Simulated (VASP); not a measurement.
# PbS (Fm-3m) in VASP: notebook, part 2 of 2

VASP 6.6.1. Earlier steps stand in the parts before.

### Step 3. Electric field gradients, LDA

This run uses another cell than the first one, of 26.07 Å³/atom, 0.990 times its volume.

Input file INCAR:

```
SYSTEM = PbS
  PREC = Accurate
  ENCUT = 520
  EDIFF = 1E-8
  ISMEAR = -1
  SIGMA = 0.01
  LREAL = .False.
  LASPH = .True.
  NELM = 80
  ALGO = Normal
  ISIF = 2
  LWAVE = .False.
  LCHARG = .False.
  LEFG = .True.
  NBANDS = 17
```

Input file KPOINTS:

```
regular mesh
0
Gamma
  8 8 8
  0 0 0
```

Input file POSCAR:

```
PbS
1.0
    0.0000000000      2.9650000000      2.9650000000
    2.9650000000      0.0000000000      2.9650000000
    2.9650000000      2.9650000000      0.0000000000
Pb S
1 1
Direct
    0.0000000000      0.0000000000      0.0000000000
    0.5000000000      0.5000000000      0.5000000000
```

Potentials or basis: VASP PAW LDA potentials, release 64 (Pb_d, S).

Launch:

```sh
> cat potpaw_LDA.64/Pb_d/POTCAR potpaw_LDA.64/S/POTCAR > POTCAR
> mpirun -np 1 vasp_std > vasp.out
```

OUTCAR:

```text
SYSTEM = PbS
   PREC = Accurate
   ENCUT = 520
   EDIFF = 1E-8
   ISMEAR = -1
   LREAL = .False.
   LASPH = .True.
   NELM = 80
   ISIF = 2

 ion  position               nearest neighbor table
   1  0.000  0.000  0.000-   2 2.96   2 2.96   2 2.96   2 2.96   2 2.96   2 2.96
   2  0.500  0.500  0.500-   1 2.96   1 2.96   1 2.96   1 2.96   1 2.96   1 2.96

  LATTYP: Found a face centered cubic cell.
 ALAT       =     5.9300000000

  Lattice vectors:

 A1 = (   0.0000000000,   2.9650000000,   2.9650000000)
 A2 = (   2.9650000000,   0.0000000000,   2.9650000000)
 A3 = (   2.9650000000,   2.9650000000,   0.0000000000)

Analysis of symmetry for initial positions (statically):
=====================================================================
 Subroutine PRICEL returns:
 Original cell was already a primitive cell.

 Routine SETGRP: Setting up the symmetry group for a
 face centered cubic supercell.

 Subroutine GETGRP returns: Found 48 space group operations
[... 668 lines left out ...]
     0.000000000  2.965000000  2.965000000    -0.168634064  0.168634064  0.168634064
     2.965000000  0.000000000  2.965000000     0.168634064 -0.168634064  0.168634064
     2.965000000  2.965000000  0.000000000     0.168634064  0.168634064 -0.168634064

 POSITION                                       TOTAL-FORCE (eV/Angst)
 -----------------------------------------------------------------------------------
      0.00000      0.00000      0.00000         0.000000      0.000000     -0.000000
      2.96500      2.96500      2.96500        -0.000000     -0.000000      0.000000
 -----------------------------------------------------------------------------------
    total drift:                                0.000000     -0.000000     -0.000000

  FREE ENERGIE OF THE ION-ELECTRON SYSTEM (eV)
  ---------------------------------------------------
  free  energy   TOTEN  =        -9.9827462686 eV

  energy  without entropy=       -9.9827461373  energy(sigma->0) =       -9.98274620

 Electric field gradients (V/A^2)
---------------------------------------------------------------------
 ion       V_xx      V_yy      V_zz      V_xy      V_xz      V_yz
---------------------------------------------------------------------
   1      -0.000     0.000    -0.000    -0.001    -0.001    -0.001
   2      -0.000     0.000     0.000    -0.000    -0.000    -0.000
---------------------------------------------------------------------

 Electric field gradients after diagonalization (V/A^2)
 (convention: |V_zz| > |V_xx| > |V_yy|)
----------------------------------------------------------------------
 ion       V_xx      V_yy      V_zz     asymmetry (V_yy - V_xx)/ V_zz
----------------------------------------------------------------------
   1       0.001     0.001    -0.002       0.000
   2       0.000     0.000    -0.001       0.000
----------------------------------------------------------------------

           NMR quadrupolar parameters

 Cq : quadrupolar parameter    Cq=e*Q*V_zz/h
 eta: asymmetry parameters     (V_yy - V_xx)/ V_zz
 Q  : nuclear electric quadrupole moment in mb (millibarn)
----------------------------------------------------------------------
 ion       Cq(MHz)       eta       Q (mb)
----------------------------------------------------------------------
   1      -0.000       0.000       1.000
   2      -0.000       0.000       1.000
----------------------------------------------------------------------
```

OSZICAR:

```text
N       E                     dE             d eps       ncg     rms          rms(c)
DAV:   1     0.157693723799E+03    0.15769E+03   -0.96835E+03   986   0.124E+03
DAV:   2     0.172646617052E+01   -0.15597E+03   -0.15078E+03  1040   0.311E+02
DAV:   3    -0.101424331175E+02   -0.11869E+02   -0.11762E+02  1287   0.901E+01
DAV:   4    -0.104267246726E+02   -0.28429E+00   -0.28404E+00  1250   0.154E+01
DAV:   5    -0.104369691326E+02   -0.10244E-01   -0.10244E-01  1440   0.285E+00    0.448E+00
DAV:   6    -0.999390237395E+01    0.44307E+00   -0.13190E+00  1563   0.776E+00    0.313E+00
DAV:   7    -0.998675186427E+01    0.71505E-02   -0.10550E-01  1214   0.163E+00    0.172E+00
DAV:   8    -0.998308912168E+01    0.36627E-02   -0.11511E-02  1205   0.105E+00    0.204E-01
DAV:   9    -0.998272670906E+01    0.36241E-03   -0.23213E-03  1511   0.371E-01    0.761E-02
DAV:  10    -0.998275119864E+01   -0.24490E-04   -0.14366E-04  1179   0.725E-02    0.509E-02
DAV:  11    -0.998274637861E+01    0.48200E-05   -0.19795E-05  1356   0.471E-02    0.105E-02
DAV:  12    -0.998274627972E+01    0.98882E-07   -0.85562E-07  1451   0.118E-02    0.230E-03
DAV:  13    -0.998274626606E+01    0.13660E-07   -0.16019E-07  1174   0.241E-03    0.181E-03
DAV:  14    -0.998274626857E+01   -0.25032E-08   -0.68978E-09   970   0.807E-04
   1 F= -.99827463E+01 E0= -.99827462E+01  d E =-.131311E-06
```

stdout:

```text
POSCAR found type information on POSCAR PbS
 POSCAR found :  2 types and       2 ions
 scaLAPACK will be used
 LDA part: xc-table for (Slater(with rela. corr.)+CA(PZ))
 , standard interpolation
 POSCAR, INCAR and KPOINTS ok, starting setup
 FFT: planning ... GRIDC
 FFT: planning ... GRID_SOFT
 FFT: planning ... GRID
 WAVECAR not read
 entering main loop
ion   1

ion   2
```

Wall time 34 s (1 thread of Intel Xeon 8259CL, shared host); peak memory 0.17 GiB.

Results:

* Free energy: -9.9827 eV
* Pressure: -2.5 GPa
* Band gap on the k mesh: 0.20 eV, direct

Levels at points of the mesh, in eV from the valence-band top:
```
           k point  band 8  band 9  band 10  band 11  band 12  band 13
(0.00, 0.00, 0.00)   -2.17   -2.17    -2.17     5.07     5.07     5.07
(0.50, 0.00, 0.00)   -1.76   -1.76     0.00     0.20     1.83     1.83
(0.50, 0.50, 0.00)   -5.27   -3.47    -3.47     3.72     5.46     5.56
```

Caveat: without QUAD_EFG the Cq values of the log hold for a quadrupole moment of 1 mb, not for the nuclei; spin-orbit coupling is left out, which moves the levels of the heavy elements. A k mesh can miss the band edges.

### Step 4. Electric field gradients, LDA

This run uses another cell than the first one, of 26.07 Å³/atom, 0.990 times its volume.

Input file INCAR:

```
PREC = Accurate
ENCUT = 520
EDIFF = 1E-8
ISMEAR = -1
SIGMA = 0.01
LREAL = F
LASPH = T
NELM = 80
ALGO = Normal
ISIF = 2
LWAVE = F
LCHARG = F
GGA = CA
LEFG = T
NBANDS = 17
```

Input file KPOINTS:

```
regular mesh
0
Gamma
  8 8 8
```

POSCAR is that of step 3.

Potentials or basis: VASP PAW LDA potentials, release 64 (Pb_d, S).

Launch:

```sh
> cat potpaw_LDA.64/Pb_d/POTCAR potpaw_LDA.64/S/POTCAR > POTCAR
> mpirun -np 1 vasp_std > vasp.out
```

OUTCAR:

```text
PREC = Accurate
   ENCUT = 520
   EDIFF = 1E-8
   ISMEAR = -1
   LREAL = F
   LASPH = T
   NELM = 80
   ISIF = 2
   GGA = CA

 ion  position               nearest neighbor table
   1  0.000  0.000  0.000-   2 2.96   2 2.96   2 2.96   2 2.96   2 2.96   2 2.96
   2  0.500  0.500  0.500-   1 2.96   1 2.96   1 2.96   1 2.96   1 2.96   1 2.96

  LATTYP: Found a face centered cubic cell.
 ALAT       =     5.9300000000

  Lattice vectors:

 A1 = (   0.0000000000,   2.9650000000,   2.9650000000)
 A2 = (   2.9650000000,   0.0000000000,   2.9650000000)
 A3 = (   2.9650000000,   2.9650000000,   0.0000000000)

Analysis of symmetry for initial positions (statically):
=====================================================================
 Subroutine PRICEL returns:
 Original cell was already a primitive cell.

 Routine SETGRP: Setting up the symmetry group for a
 face centered cubic supercell.

 Subroutine GETGRP returns: Found 48 space group operations
[... 666 lines left out ...]
  volume of cell :       52.13
      direct lattice vectors                 reciprocal lattice vectors
     0.000000000  2.965000000  2.965000000    -0.168634064  0.168634064  0.168634064
     2.965000000  0.000000000  2.965000000     0.168634064 -0.168634064  0.168634064
     2.965000000  2.965000000  0.000000000     0.168634064  0.168634064 -0.168634064

 POSITION                                       TOTAL-FORCE (eV/Angst)
 -----------------------------------------------------------------------------------
      0.00000      0.00000      0.00000         0.000000      0.000000     -0.000000
      2.96500      2.96500      2.96500        -0.000000     -0.000000      0.000000
 -----------------------------------------------------------------------------------
    total drift:                                0.000000     -0.000000     -0.000000

  FREE ENERGIE OF THE ION-ELECTRON SYSTEM (eV)
  ---------------------------------------------------
  free  energy   TOTEN  =        -9.9827462686 eV

  energy  without entropy=       -9.9827461373  energy(sigma->0) =       -9.98274620

 Electric field gradients (V/A^2)
---------------------------------------------------------------------
 ion       V_xx      V_yy      V_zz      V_xy      V_xz      V_yz
---------------------------------------------------------------------
   1      -0.000     0.000    -0.000    -0.001    -0.001    -0.001
   2      -0.000     0.000     0.000    -0.000    -0.000    -0.000
---------------------------------------------------------------------

 Electric field gradients after diagonalization (V/A^2)
 (convention: |V_zz| > |V_xx| > |V_yy|)
----------------------------------------------------------------------
 ion       V_xx      V_yy      V_zz     asymmetry (V_yy - V_xx)/ V_zz
----------------------------------------------------------------------
   1       0.001     0.001    -0.002       0.000
   2       0.000     0.000    -0.001       0.000
----------------------------------------------------------------------

           NMR quadrupolar parameters

 Cq : quadrupolar parameter    Cq=e*Q*V_zz/h
 eta: asymmetry parameters     (V_yy - V_xx)/ V_zz
 Q  : nuclear electric quadrupole moment in mb (millibarn)
----------------------------------------------------------------------
 ion       Cq(MHz)       eta       Q (mb)
----------------------------------------------------------------------
   1      -0.000       0.000       1.000
   2      -0.000       0.000       1.000
----------------------------------------------------------------------
```

It took 28 s on 1 thread of Intel Xeon 8259CL, shared host; peak memory 0.16 GiB.

Results:

| Item | Value |
| --- | --- |
| Free energy | -9.9827 eV |
| Pressure | -2.5 GPa |
| Band gap on the k mesh | 0.20 eV, direct |

Caveat: without QUAD_EFG the Cq values of the log hold for a quadrupole moment of 1 mb, not for the nuclei; spin-orbit coupling is left out, which moves the levels of the heavy elements. A k mesh can miss the band edges.
